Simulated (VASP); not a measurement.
Here is a VASP 6.6.1 calculation.

Contents of POSCAR:

```
CaB2H8
1.0
    6.9926270000      0.0000000000      0.0000000000
    0.0000000000      6.9926270000      0.0000000000
    0.0000000000      0.0000000000      4.3504970000
Ca B H
2 4 16
Direct
    0.5000000000      0.0000000000      0.2471090000
    0.0000000000      0.5000000000      0.7528910000
    0.2000640000      0.3148750000      0.2528130000
    0.7999360000      0.6851250000      0.2528130000
    0.3148750000      0.7999360000      0.7471870000
    0.6851250000      0.2000640000      0.7471870000
    0.3744590000      0.3024170000      0.2400330000
    0.6255410000      0.6975830000      0.2400330000
    0.3024170000      0.6255410000      0.7599670000
    0.6975830000      0.3744590000      0.7599670000
    0.1380090000      0.2383010000      0.4851010000
    0.8619910000      0.7616990000      0.4851010000
    0.2383010000      0.8619910000      0.5148990000
    0.7616990000      0.1380090000      0.5148990000
    0.1708250000      0.4883990000      0.2545630000
    0.8291750000      0.5116010000      0.2545630000
    0.4883990000      0.8291750000      0.7454370000
    0.5116010000      0.1708250000      0.7454370000
    0.1250610000      0.2376350000      0.0310610000
    0.8749390000      0.7623650000      0.0310610000
    0.2376350000      0.8749390000      0.9689390000
    0.7623650000      0.1250610000      0.9689390000
```

File INCAR.step1:

```
SYSTEM = CaB2H8
ALGO = Normal
EDIFF = 1E-4
ENCUT = 520
GGA = PE
ISMEAR = -1
LASPH = .True.
LCHARG = .False.
LREAL = Auto
LWAVE = .True.
NBANDS = 41
NELM = 100
PREC = Accurate
SIGMA = 0.02
```

INCAR.step2

```
SYSTEM = CaB2H8
ALGO = Normal
EDIFF = 1E-8
ENCUT = 520
ISIF = 2
ISMEAR = -1
ISTART = 1
LASPH = .True.
LCHARG = .False.
LEFG = .True.
LMIXTAU = .True.
LREAL = Auto
LWAVE = .False.
METAGGA = R2SCAN
NBANDS = 41
NELM = 100
PREC = Accurate
SIGMA = 0.02
```

KPOINTS

```
k-points
0
Gamma
  4 4 7
  0 0 0
```

Potentials or basis: VASP PAW PBE potentials, release 64 (Ca_sv, B, H).

Command:

```sh
$ cat potpaw_PBE.64/Ca_sv/POTCAR potpaw_PBE.64/B/POTCAR potpaw_PBE.64/H/POTCAR > POTCAR
$ cp INCAR.step1 INCAR
$ mpirun -np 1 vasp_std > vasp.out
$ cp INCAR.step2 INCAR
$ mpirun -np 1 vasp_std > vasp.out
```

(1) Estimate the pressure.

(2) Predict the largest force.

## Answers

(1) -1.2 GPa.

(2) 0.133 eV/Å.

Caveat: without QUAD_EFG the Cq values of the log hold for a quadrupole moment of 1 mb, not for the nuclei; the PAW data sets were made with another functional, which shifts forces and pressure a little.
